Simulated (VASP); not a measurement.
# Si (Im-3m) in VASP: further runs

The runs below take Si through single point, with PBE.

Program: VASP 6.6.1. These are calculated values, not measurements. Logs are shortened: lines on timing, memory, paths and dates and some standing lists are left out, and cuts for length are marked.

## Step 1: The cell of the first run

It takes space group Im-3m (No. 229, cubic). Conventional cell: a = 3.080 Å, b = 3.080 Å, c = 3.080 Å, α = 90.00°, β = 90.00°, γ = 90.00°. Within 3.5 Å of Si (site symmetry m-3m) lie 14 Si at 2.67 to 3.08 Å.

## Step 2: Single point, PBE

Contents of INCAR:

```
ALGO = Normal ; EDIFF = 1E-7
ENCUT = 520 ; GGA = PE
ISIF = 2 ; ISMEAR = -1
LASPH = True ; LCHARG = False
LREAL = False ; LWAVE = False
NBANDS = 8 ; NELM = 60
PREC = Accurate ; SIGMA = 0.1
```

Contents of KPOINTS:

```
k-points
0
Gamma
  14 14 14
```

Contents of POSCAR:

```
Si
1.0
   -1.5401095805      1.5401095805      1.5401095805
    1.5401095805     -1.5401095805      1.5401095805
    1.5401095805      1.5401095805     -1.5401095805
Si
1
Direct
    0.0000000000      0.0000000000      0.0000000000
```

Potentials or basis: VASP PAW PBE potentials, release 64 (Si).

Launch:

```
> cat potpaw_PBE.64/Si/POTCAR > POTCAR
> mpirun -np 1 vasp_std > vasp.out
```

OUTCAR:

```text
EDIFF = 1E-7
   ENCUT = 520
   GGA = PE
   ISIF = 2
   ISMEAR = -1
   LASPH = True
   LREAL = False
   NELM = 60
   PREC = Accurate

 ion  position               nearest neighbor table
   1  0.000  0.000  0.000-

  LATTYP: Found a body centered cubic cell.
 ALAT       =     3.0802191610

  Lattice vectors:

 A1 = (  -1.5401095805,   1.5401095805,   1.5401095805)
 A2 = (   1.5401095805,  -1.5401095805,   1.5401095805)
 A3 = (   1.5401095805,   1.5401095805,  -1.5401095805)

Analysis of symmetry for initial positions (statically):
=====================================================================
 Subroutine PRICEL returns:
 Original cell was already a primitive cell.

 Routine SETGRP: Setting up the symmetry group for a
 body centered cubic supercell.

 Subroutine GETGRP returns: Found 48 space group operations
 (whereof 48 operations were pure point group operations)
 out of a pool of 48 trial point group operations.

The static configuration has the point symmetry O_h .

Analysis of symmetry for dynamics (positions and initial velocities):
=====================================================================
 Subroutine PRICEL returns:
 Original cell was already a primitive cell.

 Routine SETGRP: Setting up the symmetry group for a
 body centered cubic supercell.

 Subroutine GETGRP returns: Found 48 space group operations
 (whereof 48 operations were pure point group operations)
 out of a pool of 48 trial point group operations.

The dynamic configuration has the point symmetry O_h .

 Subroutine INISYM returns: Found 48 space group operations
 (whereof 48 operations are pure point group operations),
 and found     1 'primitive' translations

----------------------------------------------------------------------------------------

                                     Primitive cell

  volume of cell :      14.6122

  direct lattice vectors                    reciprocal lattice vectors
    -1.540109581  1.540109581  1.540109581     0.000000000  0.324652224  0.324652224
     1.540109581 -1.540109581  1.540109581     0.324652224  0.000000000  0.324652224
     1.540109581  1.540109581 -1.540109581     0.324652224  0.324652224  0.000000000

  length of vectors
     2.667548043  2.667548043  2.667548043     0.459127578  0.459127578  0.459127578

[... 77 lines left out ...]
   NELM   =     60;   NELMIN=  2; NELMDL= -5     # of ELM steps
   EDIFF  = 0.1E-06   stopping-criterion for ELM
   LREAL  =      F    real-space projection
   EDIFFG = 0.1E-05   stopping-criterion for IOM
   NSW    =      0    number of steps for IOM
   IBRION =     -1    ionic relax: 0-MD 1-quasi-New 2-CG
   NFREE  =      0    steps in history (QN), initial steepest desc. (CG)
   ISIF   =      2    stress and relaxation
   ISYM   =      2    0-nonsym 1-usesym 2-fastsym
   POTIM  = 0.5000    time-step for ionic-motion
   TEBEG  =    0.0;   TEEND  =   0.0 temperature during run
   PSTRESS=    0.0 pullay stress
   NELECT =       4.0000    total number of electrons
   NUPDOWN=      -1.0000    fix difference up-down
   EMIN   =  10.00;   EMAX   =-10.00  energy-range for DOS
   EFERMI =   0.00;   METHOD = LEGACY
   ISMEAR =    -1;   SIGMA  =   0.10  broadening in eV -4-tet -1-fermi 0-gaus
   EFERMI_NEDOS =   21; number of points for ismear=-14 and -15
   IALGO  =     38    algorithm
   IMIX   =      4    mixing-type and parameters
     AMIX     =   0.40;   BMIX     =  1.00
     AMIX_MAG =   1.60;   BMIX_MAG =  1.00
  volume/ion in A,a.u.               =      14.61        98.61
  Fermi-wavevector in a.u.,A,eV,Ry     =   1.062975  2.008732 15.373450  1.129917
  Thomas-Fermi vector in A             =   2.198444
   LORBIT       =      0    0 simple, 1 ext, 2 COOP (PROOUT), +10 PAW based schemes
   GGA     = PE    functional components
   LHFCALC =     F    Hartree Fock is set to
   AEXX    =    0.0000 exact exchange contribution
   IVDW    =     0    specifies the selected vdW correction
   LEPSILON=     F    determine dielectric tensor
   LRPA    =     F    only Hartree local field effects (RPA)
 non-spin polarized calculation
  energy-cutoff  :      520.00
  volume of cell :       14.61
 maximum number of plane-waves:       410
   NGX =  9   NGY =  9   NGZ =  9

 number of electron       3.9999999 magnetization

 Free energy of the ion-electron system (eV)
  ---------------------------------------------------
  ext. energy  EPLUGINS =         0.00000000
  ---------------------------------------------------
  free energy    TOTEN  =        -4.91485857 eV

  energy without entropy =       -4.90243643  energy(sigma->0) =       -4.90864750

 E-fermi :   9.9494     XC(G=0): -11.1565

 val. band max:        9.7273674796   @ k =   0.2857   0.2143   0.0000
 cond. band min:       9.9836657924   @ k =   0.5000   0.5000   0.3571
 fundamental gap:      0.2562983129
 Fermi energy:         9.9494417767

 k-point     1 :       0.0000    0.0000    0.0000
  band No.  band energies     occupation
      1      -4.3118      2.00000
      2      21.3185      0.00000
      3      21.3185      0.00000
      4      21.3185      0.00000
      5      22.4598      0.00000
      6      22.4598      0.00000
      7      22.4598      0.00000
      8      26.1546      0.00000
[... 243 lines left out ...]
 k-point    24 :       0.3571    0.2857    0.0000
  band No.  band energies     occupation
      1       4.8239      2.00000
      2       5.1913      2.00000
      3       7.1173      2.00000
      4      15.1245      0.00000
      5      23.2715      0.00000
      6      24.9819      0.00000
      7      25.8614      0.00000
      8      31.2439      0.00000

 [... further k-points ...]

------------------------ aborting loop because EDIFF is reached ----------------------------------------

  FORCE on cell =-STRESS in cart. coord.  units (eV):
  Direction    XX          YY          ZZ          XY          YZ          ZX
  --------------------------------------------------------------------------------------
  -------------------------------------------------------------------------------------
  Total       -0.0006275     -0.0006275     -0.0006275      0.0000000     -0.0000000      0.0000000
  in kB       -0.0688035     -0.0688035     -0.0688035      0.0000000     -0.0000000      0.0000000
  external PRESSURE =      -0.0688035 kB  Pullay stress =       0.0000000 kB

 VOLUME and BASIS-vectors are now :
 -----------------------------------------------------------------------------
  energy-cutoff  :      520.00
  volume of cell :       14.61
      direct lattice vectors                 reciprocal lattice vectors
    -1.540109581  1.540109581  1.540109581     0.000000000  0.324652224  0.324652224
     1.540109581 -1.540109581  1.540109581     0.324652224  0.000000000  0.324652224
     1.540109581  1.540109581 -1.540109581     0.324652224  0.324652224  0.000000000

 POSITION                                       TOTAL-FORCE (eV/Angst)
 -----------------------------------------------------------------------------------
      0.00000      0.00000      0.00000         0.000000      0.000000      0.000000
 -----------------------------------------------------------------------------------
    total drift:                                0.000000      0.000000      0.000000

  FREE ENERGIE OF THE ION-ELECTRON SYSTEM (eV)
  ---------------------------------------------------
  free  energy   TOTEN  =        -4.9148585688 eV

  energy  without entropy=       -4.9024364322  energy(sigma->0) =       -4.90864750
```

OSZICAR:

```text
N       E                     dE             d eps       ncg     rms          rms(c)
DAV:   1    -0.214907019406E+01   -0.21491E+01   -0.17837E+03  1752   0.379E+02
DAV:   2    -0.491393714143E+01   -0.27649E+01   -0.25880E+01  2520   0.312E+01
DAV:   3    -0.493171720517E+01   -0.17780E-01   -0.17772E-01  1848   0.266E+00
DAV:   4    -0.493173688265E+01   -0.19677E-04   -0.19678E-04  2704   0.970E-02
DAV:   5    -0.493173688895E+01   -0.62959E-08   -0.62306E-08  1856   0.965E-04    0.258E+00
DAV:   6    -0.492095801262E+01    0.10779E-01   -0.38163E-03  1800   0.272E-01    0.143E+00
DAV:   7    -0.491487443074E+01    0.60836E-02   -0.76050E-03  1792   0.383E-01    0.132E-01
DAV:   8    -0.491485856271E+01    0.15868E-04   -0.38847E-05  2400   0.486E-02    0.133E-02
DAV:   9    -0.491485925575E+01   -0.69305E-06   -0.44945E-07  1960   0.393E-03    0.155E-03
DAV:  10    -0.491485866232E+01    0.59344E-06   -0.99917E-09  2072   0.613E-04    0.608E-04
DAV:  11    -0.491485856882E+01    0.93491E-07   -0.63444E-10  1016   0.161E-04
   1 F= -.49148586E+01 E0= -.49086475E+01  d E =-.124221E-01
```

Wall time 6.1 s (1 thread of AMD EPYC 7R13 (Zen 3), shared host); peak memory 0.09 GiB.

Results:

| Property | Result |
| --- | --- |
| Free energy | -4.9149 eV |
| Pressure | 0.0 GPa |
| Band gap on the k mesh | zero (band 2 reaches 21.32 eV, above the bottom of band 3 at 5.92 eV) |

Levels at points of the mesh, in eV from the Fermi level:
| k point | band 1 | band 2 | band 3 | band 4 | band 5 |
| --- | --- | --- | --- | --- | --- |
| (0.00, 0.00, 0.00) | -14.26 | 11.37 | 11.37 | 11.37 | 12.51 |
| (0.50, 0.00, 0.00) | -6.93 | -6.53 | 5.45 | 7.58 | 8.08 |
| (0.50, 0.50, 0.50) | -0.53 | -0.53 | -0.53 | 1.12 | 2.33 |

## Step 3: Single point, PBE (volume scaled by 0.88)

Contents of INCAR:

```
SYSTEM = Si
ALGO = Normal
EDIFF = 1E-6
ENCUT = 520
GGA = PE
ISIF = 2
ISMEAR = -1
LASPH = .True.
LCHARG = .False.
LREAL = .False.
LWAVE = .False.
NBANDS = 8
NELM = 80
PREC = Accurate
SIGMA = 0.1
```

Contents of KPOINTS:

```
k-points
0
Gamma
  16 16 16
  0 0 0
```

Contents of POSCAR:

```
Si
1.0
   -1.4758623252      1.4758623252      1.4758623252
    1.4758623252     -1.4758623252      1.4758623252
    1.4758623252      1.4758623252     -1.4758623252
Si
1
Direct
    0.0000000000      0.0000000000      0.0000000000
```

Potentials or basis: VASP PAW PBE potentials, release 64 (Si).

Launch:

```
> cat potpaw_PBE.64/Si/POTCAR > POTCAR
> mpirun -np 1 vasp_std > vasp.out
```

Run time: 6.9 s. Hardware: 1 thread of AMD EPYC 7R13 (Zen 3), shared host; peak memory 0.09 GiB.

It converged, with:

```
Free energy            : -4.8290 eV
Pressure               : 16.0 GPa
Band gap on the k mesh : zero (band 2 reaches 24.80 eV, above the bottom of band 3 at 7.34 eV)
```

Levels at points of the mesh, in eV from the Fermi level:
```csv
k point,band 1,band 2,band 3,band 4,band 5,band 6,band 7
"(0.00, 0.00, 0.00)",-15.44,13.14,13.14,13.14,13.18,13.18,13.18
"(0.50, 0.00, 0.00)",-7.30,-7.20,6.30,7.69,9.01,10.79,21.61
"(0.50, 0.50, 0.50)",-0.52,-0.52,-0.52,1.91,1.91,2.59,26.48
```
